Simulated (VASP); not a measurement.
Runs of VASP 6.6.1 on Pd. The structure is that of space group Im-3m (No. 229), or close to it. The cells are those of the table. This isn't the form of Pd at room conditions, which is fcc.

| level | cell | k mesh | grid for exact exchange (PRECFOCK) | share of exact exchange | screening parameter | gap on the mesh (eV) | pressure (GPa) |
| --- | --- | --- | --- | --- | --- | --- | --- |
| PBE0 | a = 2.777 Å, angles 109.5°, 1 atom | 8 × 8 × 8 | Normal | 0.25 | - | none | (b) |
| HSE06 | a = 2.723 Å, angles 109.5°, 1 atom | 6 × 6 × 6 | Normal | 0.25 | 0.2079 1/Å | none | -6.3 |
| PBE0 | a = 2.668 Å, angles 109.5°, 1 atom | 6 × 6 × 6 | Normal | 0.25 | - | none | (c) |
| PBE0 | a = 2.759 Å, angles 109.5°, 1 atom | 6 × 6 × 6 | Normal | 0.25 | - | none | (a) |
| PBE0 | a = 2.723 Å, angles 109.5°, 1 atom | 6 × 6 × 6 | Normal | 0.25 | - | none | -6.9 |
| r2SCANh | a = 2.723 Å, angles 109.5°, 1 atom | 6 × 6 × 6 | Normal | 0.1 | - | none | -7.1 |
| PBEsol-based screened hybrid with 25 % exact exchange | a = 2.656 Å, angles 109.5°, 1 atom | 6 × 6 × 6 | Normal | 0.25 | 0.207 1/Å | none | 0.4 |
| PBE | a = 2.723 Å, angles 109.5°, 1 atom | 10 × 10 × 10 | - | - | - | none | -1.2 |

Alike in all rows: task single point; potentials or basis VASP PAW PBE potentials, release 64 (Pd); no spin polarisation; cutoff (eV) 520; smearing fermi-dirac 0.05 eV.

**Question.** Fill in the values left out.

**Answer.** (a) -11.8; (b) -11.2; (c) 3.7.

Caveats: some runs use coarse meshes; the PAW data sets were made with another functional, which shifts forces and pressure a little (at least some runs); the cell stands under tension (at least some runs).

A k mesh can miss the band edges, and the runs leave out spin-orbit coupling on Pd.

A gap of «none» marks levels without a gap at the run's occupations.
